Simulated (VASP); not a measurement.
Input of a VASP 6.6.1 run:

Contents of POSCAR:

```
C
1.0
    0.0000000000      1.7833700000      1.8012037000
    1.7833700000      0.0000000000      1.8012037000
    1.7833700000      1.7833700000      0.0000000000
C
2
Direct
    0.0000000000      0.0000000000      0.0000000000
    0.2500000000      0.2500000000      0.2500000000
```

Contents of INCAR.step1:

```
PREC = Accurate
ENCUT = 660
ISMEAR = -1
SIGMA = 0.02
LREAL = F
LASPH = T
NELM = 120
NBANDS = 11
GGA = PE
ALGO = Normal
EDIFF = 1E-5
LWAVE = T
LCHARG = F
GGA_COMPAT = F
```

The input INCAR.step2:

```
PREC = Accurate
ENCUT = 660
EDIFF = 1E-6
ISMEAR = -1
SIGMA = 0.02
LREAL = F
LASPH = T
NELM = 120
ALGO = Normal
ISIF = 2
LWAVE = F
LCHARG = F
METAGGA = R2SCAN
LMIXTAU = T
NBANDS = 11
ISTART = 1
GGA_COMPAT = F
```

The input KPOINTS:

```
Automatic mesh
0
Gamma
  9 9 9
```

Potentials or basis: VASP PAW PBE potentials, release 64 (C).

Launch:

```bash
$ cat potpaw_PBE.64/C/POTCAR > POTCAR
$ cp INCAR.step1 INCAR
$ mpirun -np 1 vasp_std > vasp.out
$ cp INCAR.step2 INCAR
$ mpirun -np 1 vasp_std > vasp.out
```

**Question.** What does it give for the band gap on the k mesh?

**Answer.** 4.19 eV, indirect (least direct gap 5.71 eV).

**Question.** What does it give for the pressure?

**Answer.** -6.6 GPa.

Stress tensor (GPa, compression positive):
```
 -3.36   0.00   0.00
  0.00  -3.36   0.00
  0.00   0.00 -13.15
```

Caveat: the PAW data sets were made with another functional, which shifts forces and pressure a little. A k mesh can miss the band edges.
